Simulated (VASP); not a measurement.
# Ir (P6_3/mmc) in VASP: further runs

Ir is run at these levels: PBE; tasks: single point, relaxation of cell and atoms.

Everything below comes from runs of VASP 6.6.1. Logs are shortened: lines on timing, memory, paths and dates and some standing lists are left out, and cuts for length are marked.

## 1. The cell of the first run

The structure is hexagonal, space group P6_3/mmc (No. 194). The conventional cell has a = 2.750 Å, b = 2.750 Å, c = 4.452 Å, α = 90.00°, β = 90.00°, γ = 120.00°. Ir (site symmetry -6m2) has 12 Ir at 2.73 to 2.75 Å within 3.6 Å.

## 2. Single point, PBE

INCAR

```
ALGO     = Normal         # electronic algorithm
EDIFF    = 1E-6           # SCF threshold, eV
ENCUT    = 520            # plane-wave cutoff, eV
GGA      = PE             # functional
ISIF     = 2              # what is computed and relaxed
ISMEAR   = -1             # smearing method
LASPH    = T              # aspherical terms in the spheres
LCHARG   = F              # write CHGCAR
LREAL    = F              # projectors in reciprocal space
LWAVE    = F              # write WAVECAR
NBANDS   = 16             # bands
NELM     = 80             # most SCF steps
PREC     = Accurate       # precision mode
SIGMA    = 0.1            # smearing width, eV
```

KPOINTS

```
k-points
0
Gamma
  17 17 9
```

POSCAR

```
Ir
1.0
    2.7495670855      0.0000000000      0.0000000000
   -1.3747835427      2.3811949454      0.0000000000
    0.0000000000      0.0000000000      4.4524470445
Ir
2
Direct
    0.3333333333      0.6666666667      0.2500000000
    0.6666666667      0.3333333333      0.7500000000
```

Potentials or basis: VASP PAW PBE potentials, release 64 (Ir).

Command:

```sh
$ cat potpaw_PBE.64/Ir/POTCAR > POTCAR
$ mpirun -np 1 vasp_std > vasp.out
```

OUTCAR:

```text
EDIFF = 1E-6
   ENCUT = 520
   GGA = PE
   ISIF = 2
   ISMEAR = -1
   LASPH = T
   LREAL = F
   NELM = 80
   PREC = Accurate

 ion  position               nearest neighbor table
   1  0.333  0.667  0.250-   2 2.73   2 2.73   2 2.73   2 2.73   2 2.73   2 2.73
   2  0.667  0.333  0.750-   1 2.73   1 2.73   1 2.73   1 2.73   1 2.73   1 2.73

  LATTYP: Found a hexagonal cell.
 ALAT       =     2.7495670855
 C/A-ratio  =     1.6193265725

  Lattice vectors:

 A1 = (   2.7495670855,   0.0000000000,   0.0000000000)
 A2 = (  -1.3747835427,   2.3811949454,   0.0000000000)
 A3 = (   0.0000000000,   0.0000000000,   4.4524470445)

Analysis of symmetry for initial positions (statically):
=====================================================================
 Subroutine PRICEL returns:
 Original cell was already a primitive cell.

 Routine SETGRP: Setting up the symmetry group for a
 hexagonal supercell.

 Subroutine GETGRP returns: Found 24 space group operations
 (whereof 12 operations were pure point group operations)
 out of a pool of 24 trial point group operations.

The static configuration has the point symmetry D_3d.
 The point group associated with its full space group is D_6h.

Analysis of symmetry for dynamics (positions and initial velocities):
=====================================================================
 Subroutine PRICEL returns:
 Original cell was already a primitive cell.

 Routine SETGRP: Setting up the symmetry group for a
 hexagonal supercell.

 Subroutine GETGRP returns: Found 24 space group operations
 (whereof 12 operations were pure point group operations)
 out of a pool of 24 trial point group operations.

The dynamic configuration has the point symmetry D_3d.
 The point group associated with its full space group is D_6h.

 Subroutine INISYM returns: Found 24 space group operations
 (whereof 12 operations are pure point group operations),
 and found     1 'primitive' translations

----------------------------------------------------------------------------------------

                                     Primitive cell

  volume of cell :      29.1513

  direct lattice vectors                    reciprocal lattice vectors
     2.749567085  0.000000000  0.000000000     0.363693618  0.209978608  0.000000000
    -1.374783543  2.381194945  0.000000000     0.000000000  0.419957216  0.000000000
     0.000000000  0.000000000  4.452447045     0.000000000  0.000000000  0.224595597

  length of vectors
     2.749567085  2.749567085  4.452447045     0.419957216  0.419957216  0.224595597

  position of ions in fractional coordinates (direct lattice)
     0.333333333  0.666666667  0.250000000
     0.666666667  0.333333333  0.750000000

  ion indices of the primitive-cell ions
   primitive index   ion index
                 1           1
                 2           2

----------------------------------------------------------------------------------------

 KPOINTS: k-points

Automatic generation of k-mesh.
 Grid dimensions read from file:
 generate k-points for:   17   17    9

 Generating k-lattice:

  Cartesian coordinates                     Fractional coordinates (reciprocal lattice)
     0.021393742  0.012351683  0.000000000     0.058823529 -0.000000000  0.000000000
     0.000000000  0.024703366  0.000000000     0.000000000  0.058823529  0.000000000
     0.000000000  0.000000000  0.024955066     0.000000000  0.000000000  0.111111111

  Length of vectors
     0.024703366  0.024703366  0.024955066

  Shift w.r.t. Gamma in fractional coordinates (k-lattice)
     0.000000000  0.000000000  0.000000000

 Subroutine IBZKPT returns following result:
 ===========================================

 Found    165 irreducible k-points:

 Following reciprocal coordinates:
            Coordinates               Weight
  0.000000  0.000000  0.000000      1.000000
  0.058824  0.000000  0.000000      6.000000
  0.117647  0.000000  0.000000      6.000000
  0.176471  0.000000  0.000000      6.000000
  0.235294  0.000000  0.000000      6.000000
  0.294118  0.000000  0.000000      6.000000
[... 16 lines left out ...]
  0.411765  0.117647  0.000000     12.000000
  0.176471  0.176471  0.000000      6.000000
 [... further k-points ...]
   k-points           NKPTS =    165   k-points in BZ     NKDIM =    165   number of bands    NBANDS=     16
   number of dos      NEDOS =    301   number of ions     NIONS =      2
   total plane-waves  NPLWV =  14400
   dimension x,y,z NGX =    20 NGY =   20 NGZ =   36
   dimension x,y,z NGXF=    40 NGYF=   40 NGZF=   72
   ions per type =               2
   NGX,Y,Z   is equivalent  to a cutoff of  12.09, 12.09, 13.44 a.u.
   NGXF,Y,Z  is equivalent  to a cutoff of  24.19, 24.19, 26.88 a.u.
 SYSTEM =  unknown system
   PREC   = accura    normal or accurate (medium, high low for compatibility)
   ISTART =      0    job   : 0-new  1-cont  2-samecut
   ICHARG =      2    charge: 1-file 2-atom 10-const
   ISPIN  =      1    spin polarized calculation?
   LNONCOLLINEAR =      F non collinear calculations
   LSORBIT =      F    spin-orbit coupling
   LASPH  =      T    aspherical Exc in radial PAW
   ENCUT  =  520.0 eV  38.22 Ry    6.18 a.u.   5.11  5.11  8.28*2*pi/ulx,y,z
   NELM   =     80;   NELMIN=  2; NELMDL= -5     # of ELM steps
   EDIFF  = 0.1E-05   stopping-criterion for ELM
   LREAL  =      F    real-space projection
   EDIFFG = 0.1E-04   stopping-criterion for IOM
   NSW    =      0    number of steps for IOM
   IBRION =     -1    ionic relax: 0-MD 1-quasi-New 2-CG
   NFREE  =      0    steps in history (QN), initial steepest desc. (CG)
   ISIF   =      2    stress and relaxation
   ISYM   =      2    0-nonsym 1-usesym 2-fastsym
   POTIM  = 0.5000    time-step for ionic-motion
   TEBEG  =    0.0;   TEEND  =   0.0 temperature during run
   PSTRESS=    0.0 pullay stress
   NELECT =      18.0000    total number of electrons
   NUPDOWN=      -1.0000    fix difference up-down
   EMIN   =  10.00;   EMAX   =-10.00  energy-range for DOS
   EFERMI =   0.00;   METHOD = LEGACY
   ISMEAR =    -1;   SIGMA  =   0.10  broadening in eV -4-tet -1-fermi 0-gaus
   EFERMI_NEDOS =   21; number of points for ismear=-14 and -15
   IALGO  =     38    algorithm
   IMIX   =      4    mixing-type and parameters
     AMIX     =   0.40;   BMIX     =  1.00
     AMIX_MAG =   1.60;   BMIX_MAG =  1.00
  volume/ion in A,a.u.               =      14.58        98.36
  Fermi-wavevector in a.u.,A,eV,Ry     =   1.394054  2.634380 26.441386  1.943387
  Thomas-Fermi vector in A             =   2.517641
   LORBIT       =      0    0 simple, 1 ext, 2 COOP (PROOUT), +10 PAW based schemes
   GGA     = PE    functional components
   LHFCALC =     F    Hartree Fock is set to
   AEXX    =    0.0000 exact exchange contribution
   IVDW    =     0    specifies the selected vdW correction
   LEPSILON=     F    determine dielectric tensor
   LRPA    =     F    only Hartree local field effects (RPA)
 non-spin polarized calculation
  energy-cutoff  :      520.00
  volume of cell :       29.15
 maximum number of plane-waves:       795
   NGX = 11   NGY = 11   NGZ = 17

 number of electron      18.0000000 magnetization

 Free energy of the ion-electron system (eV)
  ---------------------------------------------------
  ext. energy  EPLUGINS =         0.00000000
  ---------------------------------------------------
  free energy    TOTEN  =       -17.59088591 eV

  energy without entropy =      -17.51096340  energy(sigma->0) =      -17.55092465

 E-fermi :  10.0032     XC(G=0): -13.8104

 val. band max:       10.0006199068   @ k =   0.2941   0.2941   0.3333
 cond. band min:      10.0163819135   @ k =   0.2353   0.0588   0.4444
 fundamental gap:      0.0157620067
 Fermi energy:        10.0031710813

 k-point     1 :       0.0000    0.0000    0.0000
  band No.  band energies     occupation
      1      -0.9051      2.00000
      2       2.1349      2.00000
      3       6.2453      2.00000
      4       6.3325      2.00000
      5       6.3325      2.00000
      6       6.9641      2.00000
[... 8 lines left out ...]
     15      26.4557      0.00000
     16      27.4462      0.00000

 k-point     2 :       0.0588    0.0000    0.0000
  band No.  band energies     occupation
      1      -0.7734      2.00000
      2       2.2522      2.00000
      3       5.9960      2.00000
      4       6.4421      2.00000
      5       6.5543      2.00000
      6       6.8929      2.00000
[... 8 lines left out ...]
     15      26.6287      0.00000
     16      27.6484      0.00000

 k-point     3 :       0.1176    0.0000    0.0000
  band No.  band energies     occupation
      1      -0.3897      2.00000
      2       2.5787      2.00000
      3       5.6602      2.00000
      4       6.6469      2.00000
      5       6.7654      2.00000
      6       6.9113      2.00000
[... 8 lines left out ...]
     15      27.0757      0.00000
     16      27.9301      0.00000

 k-point     4 :       0.1765    0.0000    0.0000
  band No.  band energies     occupation
      1       0.2090      2.00000
      2       3.0158      2.00000
      3       5.3482      2.00000
      4       6.0630      2.00000
      5       6.4037      2.00000
      6       7.1270      2.00000
[... 8 lines left out ...]
     15      27.1958      0.00000
     16      27.6265      0.00000
[... 324 lines left out ...]
 k-point    22 :       0.3529    0.1176    0.0000
  band No.  band energies     occupation
      1       3.0262      2.00000
      2       3.2688      2.00000
      3       3.6125      2.00000
      4       5.8156      2.00000
      5       5.9361      2.00000
      6       6.6777      2.00000
[... 8 lines left out ...]
     15      20.1999      0.00000
     16      24.0261      0.00000

 k-point    23 :       0.4118    0.1176    0.0000
  band No.  band energies     occupation
      1       3.1225      2.00000
      2       3.1811      2.00000
      3       3.4416      2.00000
      4       5.9268      2.00000
      5       6.1957      2.00000
      6       6.5252      2.00000
[... 8 lines left out ...]
     15      20.6914      0.00000
     16      22.6013      0.00000

 k-point    24 :       0.1765    0.1765    0.0000
  band No.  band energies     occupation
      1       2.0374      2.00000
      2       4.0417      2.00000
      3       4.5375      2.00000
      4       4.5539      2.00000
      5       6.0547      2.00000
      6       6.3197      2.00000
[... 8 lines left out ...]
     15      22.1609      0.00000
     16      25.8776      0.00000

 [... further k-points ...]
[... 5 lines left out ...]
  --------------------------------------------------------------------------------------
  -------------------------------------------------------------------------------------
  Total        0.0915427      0.0915427      0.1036820      0.0000000      0.0000000      0.0000000
  in kB        5.0312565      5.0312565      5.6984406      0.0000000      0.0000000      0.0000000
  external PRESSURE =       5.2536512 kB  Pullay stress =       0.0000000 kB

 VOLUME and BASIS-vectors are now :
 -----------------------------------------------------------------------------
  energy-cutoff  :      520.00
  volume of cell :       29.15
      direct lattice vectors                 reciprocal lattice vectors
     2.749567085  0.000000000  0.000000000     0.363693618  0.209978608  0.000000000
    -1.374783543  2.381194945  0.000000000     0.000000000  0.419957216  0.000000000
     0.000000000  0.000000000  4.452447045     0.000000000  0.000000000  0.224595597

 POSITION                                       TOTAL-FORCE (eV/Angst)
 -----------------------------------------------------------------------------------
     -0.00000      1.58746      1.11311        -0.000000      0.000000      0.000000
      1.37478      0.79373      3.33934         0.000000     -0.000000      0.000000
 -----------------------------------------------------------------------------------
    total drift:                               -0.000000      0.000000     -0.000000

  FREE ENERGIE OF THE ION-ELECTRON SYSTEM (eV)
  ---------------------------------------------------
  free  energy   TOTEN  =       -17.5908859126 eV

  energy  without entropy=      -17.5109633950  energy(sigma->0) =      -17.55092465
```

Run time: 26 s. Hardware: 1 thread of Intel Xeon 6975P-C (Granite Rapids), shared host; peak memory 0.19 GiB.

What came out:

| Quantity | Value |
| --- | --- |
| Free energy | -17.5909 eV |
| Pressure | 0.5 GPa |
| Band gap on the k mesh | zero (band 9 reaches 10.94 eV, above the bottom of band 10 at 7.80 eV) |

Caveat: spin-orbit coupling is left out, which moves the levels of the heavy elements.

## 3. Relaxation of cell and atoms, PBE

This run uses another cell than the first one, of 14.07 Å³/atom, 0.966 times its volume.

INCAR

```
  PREC = Accurate
  ENCUT = 600
  EDIFF = 1E-6
  ISMEAR = -1
  SIGMA = 0.1
  LREAL = False
  LASPH = True
  NELM = 80
  ALGO = Normal
  ISIF = 3
  LWAVE = False
  LCHARG = False
  GGA = PE
  IBRION = 2
  NSW = 60
  EDIFFG = -0.03
```

KPOINTS

```
regular mesh
0
Gamma
  17 17 9
```

POSCAR

```
Ir
1.0
    2.7100000000      0.0000000000      0.0000000000
   -1.3550000000      2.3469288443      0.0000000000
    0.0000000000      0.0000000000      4.4254300000
Ir
2
Direct
    0.3333333333      0.6666666667      0.2500000000
    0.6666666667      0.3333333333      0.7500000000
```

Potentials or basis: VASP PAW PBE potentials, release 64 (Ir).

Command:

```sh
$ cat potpaw_PBE.64/Ir/POTCAR > POTCAR
$ mpirun -np 1 vasp_std > vasp.out
```

It took 84 s on 1 thread of Intel Xeon 6975P-C (Granite Rapids), shared host; peak memory 0.21 GiB.

Results (log left out):

* Free energy: -17.5914 eV
* Relaxed volume: 14.59 Å³/atom
* Relaxed cell: a = 2.750 Å, b = 2.750 Å, c = 4.455 Å, α = 90.00°, β = 90.00°, γ = 120.00°
* Space group after relaxing (to 0.05 Å): P6_3/mmc (No. 194)
* Energy gained by relaxing: 22.7 meV/atom
* Ionic steps: 7
* Pressure after relaxing: 0.2 GPa
* Band gap on the k mesh: zero (band 9 reaches 10.91 eV, above the bottom of band 10 at 7.79 eV)

The path:
```tsv
step	energy change (eV)	largest force (eV/Å)	pressure (GPa)	volume (Å³)
1	0.0000	0.0000	13.90	28.15
2	0.4479	0.0000	-32.50	33.42
3	-0.0445	0.0000	-0.88	29.28
4	-0.0447	0.0000	-0.13	29.21
5	-0.0447	0.0000	0.11	29.19
6	-0.0453	0.0000	0.26	29.18
7	-0.0453	0.0000	0.23	29.18
```

Final structure:
```
CELL_PARAMETERS angstrom
2.75037 0.00000 0.00000
-1.37519 2.38189 0.00000
0.00000 0.00000 4.45476
ATOMIC_POSITIONS crystal
Ir 0.33333 0.66667 0.25000
Ir 0.66667 0.33333 0.75000
```

Levels at points of the mesh, in eV from the Fermi level:
```
           k point  band 6  band 7  band 8  band 9  band 10  band 11  band 12  band 13
(0.00, 0.00, 0.00)   -3.03   -3.03   -2.28   -2.28    -0.72     0.27     0.27     6.83
```

Caveat: spin-orbit coupling is left out, which moves the levels of the heavy elements.

(Continued in part 2 of 2.)
